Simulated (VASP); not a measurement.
# Li12NO in VASP: a series of runs, part 2 of 2

VASP 6.6.1.

**3. Single point, PBE, collinear spin, ferromagnetic start**

INCAR

```
SYSTEM = Li12NO
PREC     = Accurate       ! precision mode
ENCUT    = 520            ! plane-wave cutoff, eV
EDIFF    = 1E-6           ! SCF threshold, eV
ISMEAR   = 0              ! smearing method
SIGMA    = 0.1            ! smearing width, eV
LREAL    = .FALSE.        ! projectors in reciprocal space
LASPH    = .TRUE.         ! aspherical terms in the spheres
NELM     = 150            ! most SCF steps
ALGO     = Normal         ! electronic algorithm
ISIF     = 2              ! what is computed and relaxed
LWAVE    = .FALSE.        ! write WAVECAR
LCHARG   = .FALSE.        ! write CHGCAR
ISPIN    = 2              ! spin polarisation
MAGMOM   = 0 0 0 0 0 0 0 0 0 0 0 0 1 0 ! initial moments
LORBIT   = 11             ! projections on sites
LDIPOL   = .TRUE.       
IDIPOL   = 3            
DIPOL    = 0.5 0.5 0.305
GGA      = PE             ! functional
NBANDS   = 40             ! bands
KPAR     = 4
```

KPOINTS

```
regular mesh
0
G
  5 5 1
  0 0 0
```

POSCAR

```
Li12NO
1.0
    5.9451735978      0.0000000000      0.0000000000
   -1.9817245326      5.6051634218      0.0000000000
    0.0000000000      0.0000000000     22.6831262891
Li N O
12 1 1
Direct
    0.2500000000      0.2500000000      0.1763425354
    0.2500000000      0.7500000000      0.1763425354
    0.7500000000      0.2500000000      0.1763425354
    0.7500000000      0.7500000000      0.1763425354
    0.0000000000      0.0000000000      0.2794233694
    0.0000000000      0.5000000000      0.2794233694
    0.5000000000      0.0000000000      0.2794233694
    0.5000000000      0.5000000000      0.2794233694
    0.2500000000      0.2500000000      0.3828011262
    0.2500000000      0.7500000000      0.3828011262
    0.7500000000      0.2500000000      0.3828011262
    0.7500000000      0.7500000000      0.3828011262
    0.9166666667      0.5833333333      0.4304136107
    0.9611548149      0.6278214816      0.4806620845
```

Potentials or basis: VASP PAW PBE potentials, release 64 (Li_sv, N, O).

Run with:

```sh
$ cat potpaw_PBE.64/Li_sv/POTCAR potpaw_PBE.64/N/POTCAR potpaw_PBE.64/O/POTCAR > POTCAR
$ mpirun -np 4 vasp_std > vasp.out
```

OUTCAR:

```text
SYSTEM = Li12NO
   PREC = Accurate
   ENCUT = 520
   EDIFF = 1E-6
   ISMEAR = 0
   LREAL = .FALSE.
   LASPH = .TRUE.
   NELM = 150
   ISIF = 2
   ISPIN = 2
   LORBIT = 11
   GGA = PE

 ion  position               nearest neighbor table
   1  0.250  0.250  0.176-
   2  0.250  0.750  0.176-
   3  0.750  0.250  0.176-
   4  0.750  0.750  0.176-
   5  0.000  0.000  0.279-
   6  0.000  0.500  0.279-
   7  0.500  0.000  0.279-
   8  0.500  0.500  0.279-
   9  0.250  0.250  0.383-
  10  0.250  0.750  0.383-  13 2.18
  11  0.750  0.250  0.383-  13 2.18
  12  0.750  0.750  0.383-  13 1.95
  13  0.917  0.583  0.430-  14 1.18  12 1.95  10 2.18  11 2.18
  14  0.961  0.628  0.481-  13 1.18

  LATTYP: Found a base centered orthorhombic cell.
 ALAT       =     6.8648951542
 B/A-ratio  =     1.4142135624
 C/A-ratio  =     3.3042203529

  Lattice vectors:

 A1 = (   5.9451735978,   0.0000000000,   0.0000000000)
 A2 = (  -1.9817245326,   5.6051634218,   0.0000000000)
 A3 = (   0.0000000000,   0.0000000000,  22.6831262891)

Analysis of symmetry for initial positions (statically):
=====================================================================
 Subroutine PRICEL returns:
 Original cell was already a primitive cell.

 Routine SETGRP: Setting up the symmetry group for a
 base centered orthorhombic supercell.

 Subroutine GETGRP returns: Found  1 space group operations
 (whereof  1 operations were pure point group operations)
[... 1198 lines left out ...]
 vacuum level on the upper side and lower side of the slab       (xc-potential included)         0.337        -0.332

  FORCE on cell =-STRESS in cart. coord.  units (eV):
  Direction    XX          YY          ZZ          XY          YZ          ZX
  --------------------------------------------------------------------------------------
  -------------------------------------------------------------------------------------
  Total        0.4474999     -0.3025736      6.0976441     -0.6437286      0.7757766      1.3521904
  in kB        0.9485229     -0.6413364     12.9245944     -1.3644500      1.6443396      2.8661090
  external PRESSURE =       4.4105936 kB  Pullay stress =       0.0000000 kB

 VOLUME and BASIS-vectors are now :
 -----------------------------------------------------------------------------
  energy-cutoff  :      520.00
  volume of cell :      755.89
      direct lattice vectors                 reciprocal lattice vectors
     5.945173598  0.000000000  0.000000000     0.168203667  0.059468977  0.000000000
    -1.981724533  5.605163422  0.000000000     0.000000000  0.178406930  0.000000000
     0.000000000  0.000000000 22.683126289     0.000000000  0.000000000  0.044085634

 POSITION                                       TOTAL-FORCE (eV/Angst)
 -----------------------------------------------------------------------------------
      0.99086      1.40129      4.00000        -0.013111      0.006416     -0.021105
      0.00000      4.20387      4.00000        -0.018887     -0.009726     -0.004522
      3.96345      1.40129      4.00000         0.013889      0.031805      0.008206
      2.97259      4.20387      4.00000         0.017464     -0.029156      0.002777
      0.00000      0.00000      6.33820        -0.028010      0.029614     -0.016572
     -0.99086      2.80258      6.33820         0.040469     -0.007307     -0.178245
      2.97259      0.00000      6.33820         0.036518     -0.007470      0.101129
      1.98172      2.80258      6.33820        -0.059710     -0.005146     -0.052279
      0.99086      1.40129      8.68313        -0.006330      0.040011     -0.063120
      0.00000      4.20387      8.68313        -0.251749     -0.110968      0.119457
      3.96345      1.40129      8.68313         0.003900      0.482747      0.199741
      2.97259      4.20387      8.68313         0.015639     -0.070166     -0.144475
      4.29374      3.26968      9.76313        -0.677926     -1.383571     -5.126549
      4.47006      3.51904     10.90292         0.927844      1.032918      5.175557
 -----------------------------------------------------------------------------------
    total drift:                               -0.000078     -0.000259      0.003365

  FREE ENERGIE OF THE ION-ELECTRON SYSTEM (eV)
  ---------------------------------------------------
  free  energy   TOTEN  =       -34.7464893437 eV

  energy  without entropy=      -34.7159739342  energy(sigma->0) =      -34.73123164

 vacuum level on the upper side and lower side of the slab         2.118         1.426

 total charge

# of ion       s       p       d       tot
------------------------------------------
    1        2.036   0.034   0.000   2.070
    2        2.036   0.034   0.000   2.070
    3        2.035   0.035   0.000   2.070
    4        2.036   0.034   0.000   2.070
    5        2.032   0.045   0.000   2.077
    6        2.035   0.042   0.000   2.077
    7        2.029   0.046   0.000   2.076
    8        2.032   0.045   0.000   2.078
    9        2.033   0.033   0.000   2.066
   10        2.029   0.043   0.000   2.072
   11        2.029   0.042   0.000   2.071
   12        2.032   0.054   0.000   2.086
   13        1.290   2.491   0.000   3.781
   14        1.603   3.490   0.000   5.093
--------------------------------------------------
tot         27.287   6.471   0.000  33.758

 magnetization (x)

# of ion       s       p       d       tot
------------------------------------------
    1        0.000  -0.001   0.000  -0.000
    2       -0.000  -0.001   0.000  -0.001
    3       -0.000  -0.001   0.000  -0.001
    4       -0.001  -0.001   0.000  -0.002
    5        0.001  -0.001   0.000  -0.000
    6       -0.000  -0.001   0.000  -0.002
    7        0.000   0.002   0.000   0.002
    8        0.000  -0.000   0.000   0.000
    9       -0.004  -0.004   0.000  -0.008
   10        0.001   0.004   0.000   0.004
   11        0.001   0.003   0.000   0.004
   12        0.003   0.007   0.000   0.011
   13        0.011   0.481   0.000   0.492
   14        0.007   0.533   0.000   0.540
--------------------------------------------------
tot          0.019   1.021   0.000   1.040
```

stdout:

```text
POSCAR found type information on POSCAR LiN O
 POSCAR found :  3 types and      14 ions
 scaLAPACK will be used
 LDA part: xc-table for (Slater+PW92), standard interpolation
 POSCAR, INCAR and KPOINTS ok, starting setup
 FFT: planning ... GRIDC
 FFT: planning ... GRID_SOFT
 FFT: planning ... GRID
 WAVECAR not read
 entering main loop
```

Run time: 22 min. Hardware: 4 MPI ranks of Intel Xeon Platinum 8259CL at 2.50GHz (Skylake/Cascade Lake), shared host; peak memory 1.6 GiB.

Results:

```yaml
Free_energy: -34.7465 eV
Largest_force: 5.359 eV/Å
Net_moment: 1.34 μB per cell
Site_moments: Li -0.00, +0.00, -0.01, +0.01 (each value once); N +0.49; O +0.54 μB
Valence_electrons_inside_the_program's_atomic_spheres: Li 2.07, 2.08, 2.09 (each value once); N 3.78; O 5.09
```

Forces on the atoms (eV/Å):
```
Li  -0.013  0.006 -0.021
Li  -0.019 -0.010 -0.005
Li   0.014  0.032  0.008
Li   0.017 -0.029  0.003
Li  -0.028  0.030 -0.017
Li   0.040 -0.007 -0.178
Li   0.037 -0.007  0.101
Li  -0.060 -0.005 -0.052
Li  -0.006  0.040 -0.063
Li  -0.252 -0.111  0.119
Li   0.004  0.483  0.200
Li   0.016 -0.070 -0.144
N   -0.678 -1.384 -5.127
O    0.928  1.033  5.176
```

Levels at points of the mesh, in eV from the Fermi level:
Spin up:
```
           k point  band 22  band 23  band 24  band 25  band 26  band 27
(0.00, 0.00, 0.00)    -0.37    -0.03     0.05     0.21     0.24     0.50
```
Spin down:
| k point | band 20 | band 21 | band 22 | band 23 | band 24 | band 25 | band 26 | band 27 |
| --- | --- | --- | --- | --- | --- | --- | --- | --- |
| (0.00, 0.00, 0.00) | -0.43 | -0.11 | -0.01 | 0.05 | 0.19 | 0.22 | 0.29 | 0.46 |

Caveat: the cutoff is under 1.25 times the usual one of these potentials, so pressure, stress and relaxed cells hold a basis-set (Pulay) error; the standard files for N, O and F lose accuracy on very short bonds; a moment this small can come from the mesh or the smearing.

**4. Single point, PBE, collinear spin, ferromagnetic start**

INCAR

```
PREC = Accurate
ENCUT = 520
EDIFF = 1E-7
ISMEAR = 0
SIGMA = 0.1
LREAL = F
LASPH = T
NELM = 150
ALGO = Normal
ISIF = 2
LWAVE = F
LCHARG = T
ISPIN = 2
MAGMOM = 0 0 0 0 0 0 0 0 0 0 0 0 1 0
LORBIT = 11
LDIPOL = T
IDIPOL = 3
DIPOL = 0.5 0.5 0.308
GGA = PE
LVHAR = T
LVACPOTAV = T
NBANDS = 40
KPAR = 4
```

KPOINTS

```
regular mesh
0
Gamma
  5 5 1
```

Changes to POSCAR since step 3:

```diff
@@ -20,3 +20,3 @@
     0.7500000000      0.7500000000      0.3828011262
-    0.9166666667      0.5833333333      0.4304136107
-    0.9611548149      0.6278214816      0.4806620845
+    0.9166666667      0.5833333333      0.4670046868
+    1.0655269119      0.7321935786      0.4930152108
```

Run with:

```sh
$ cat potpaw_PBE.64/Li_sv/POTCAR potpaw_PBE.64/N/POTCAR potpaw_PBE.64/O/POTCAR > POTCAR
$ mpirun -np 4 vasp_std > vasp.out
```

Run time: 15 min. Hardware: 4 MPI ranks of AMD EPYC 9R45 (Zen 5), shared host; peak memory 1.6 GiB.

The run converged. Its results:

```yaml
Free_energy: -34.1151 eV
Largest_force: 4.183 eV/Å
Net_moment: 1.61 μB per cell
Site_moments: Li +0.00, -0.00, +0.01 (each value once); N +0.56; O +0.46 μB
Valence_electrons_inside_the_program's_atomic_spheres: Li 2.07, 2.08, 2.06 (each value once); N 3.70; O 5.09
```

Forces on the atoms (eV/Å):
```
Li  -0.006  0.001 -0.019
Li  -0.013 -0.007 -0.006
Li   0.008  0.014 -0.002
Li   0.011 -0.009 -0.009
Li  -0.004  0.004  0.007
Li   0.003  0.009 -0.047
Li   0.010 -0.007  0.099
Li  -0.010 -0.001  0.007
Li  -0.042  0.021 -0.005
Li  -0.207 -0.089  0.283
Li   0.046  0.350  0.338
Li   0.201 -0.190  0.306
N   -1.828 -2.628 -2.693
O    1.832  2.532  1.741
```

Levels at points of the mesh, in eV from the Fermi level:
Spin up:
```tsv
k point	band 21	band 22	band 23	band 24	band 25	band 26	band 27	band 28
(0.00, 0.00, 0.00)	-0.38	-0.37	-0.01	0.01	0.16	0.20	0.37	0.50
```
Spin down:
```csv
k point,band 20,band 21,band 22,band 23,band 24,band 25,band 26,band 27
"(0.00, 0.00, 0.00)",-0.33,-0.01,0.01,0.07,0.12,0.27,0.33,0.46
```

Caveat: the cutoff is under 1.25 times the usual one of these potentials, so pressure, stress and relaxed cells hold a basis-set (Pulay) error; the standard files for N, O and F lose accuracy on very short bonds; a moment this small can come from the mesh or the smearing.

**5. The runs side by side**

| cell | gap on the mesh (eV) | moment (μB) | largest force (eV/Å) |
| --- | --- | --- | --- |
| as given, atomic positions A | none | 0.00 | 1.64 |
| as given, atomic positions B | none | 1.34 | 5.36 |
| as given, atomic positions C | none | 1.61 | 4.18 |

Alike in all rows: task single point; level PBE; potentials or basis VASP PAW PBE potentials, release 64 (Li_sv, N, O); spin collinear, ferromagnetic start; k mesh 5 × 5 × 1; cutoff (eV) 520; smearing gaussian 0.1 eV.

Caveats: the cutoff is under 1.25 times the usual one of these potentials, so pressure, stress and relaxed cells hold a basis-set (Pulay) error; the standard files for N, O and F lose accuracy on very short bonds; a moment this small can come from the mesh or the smearing (at least some runs).

Absolute energies hang on the potentials; compare differences alone.
